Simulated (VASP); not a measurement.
A run of VASP 6.6.1 is set up as follows.

Contents of INCAR:

```
SYSTEM = AlGa3N2
PREC = Accurate
ENCUT = 520
EDIFF = 1E-6
ISMEAR = 0
SIGMA = 0.15
LREAL = .False.
LASPH = .True.
NELM = 100
ALGO = Normal
ISIF = 2
LWAVE = .False.
LCHARG = .False.
GGA = PE
NBANDS = 64
```

KPOINTS

```
Automatic mesh
0
Gamma
  3 3 3
  0 0 0
```

Contents of POSCAR:

```
AlGa3N2
1.0
   -3.2506862572      5.6106318189      2.6963518353
    3.2506862572     -5.6106318189      2.6963518353
    3.2506862572      5.6106318189     -2.6963518353
Al Ga N
2 6 4
Direct
    0.7500000000      0.7500000000      0.0000000000
    0.2500000000      0.2500000000      0.0000000000
    0.2500000000      0.7500000000      0.5000000000
    0.7500000000      0.2500000000      0.5000000000
    0.5066322564      0.7500000000      0.7566322564
    0.0066322564      0.2500000000      0.7566322564
   -0.0066322564      0.7500000000      0.2433677436
    0.4933677436      0.2500000000      0.2433677436
    0.8880382380      0.9203152310      0.8083534691
    0.3880382380      0.5796847690     -0.0322769930
    0.6119617620      0.4203152310      1.0322769930
    0.1119617620      0.0796847690      0.1916465309
```

Potentials or basis: VASP PAW PBE potentials, release 64 (Al, Ga_d, N).

The run is started by

```console
$ cat potpaw_PBE.64/Al/POTCAR potpaw_PBE.64/Ga_d/POTCAR potpaw_PBE.64/N/POTCAR > POTCAR
$ mpirun -np 1 vasp_std > vasp.out
```

(1) Estimate the band gap on the k mesh.

(2) What does it give for the largest force?

Answers

(1) zero (bands 52 and 53 overlap by 0.35 eV).

(2) 0.047 eV/Å.

Caveat: the k points lie up to 0.43 Å⁻¹ apart; semilocal functionals underestimate gaps, so a narrow gap can read as zero.
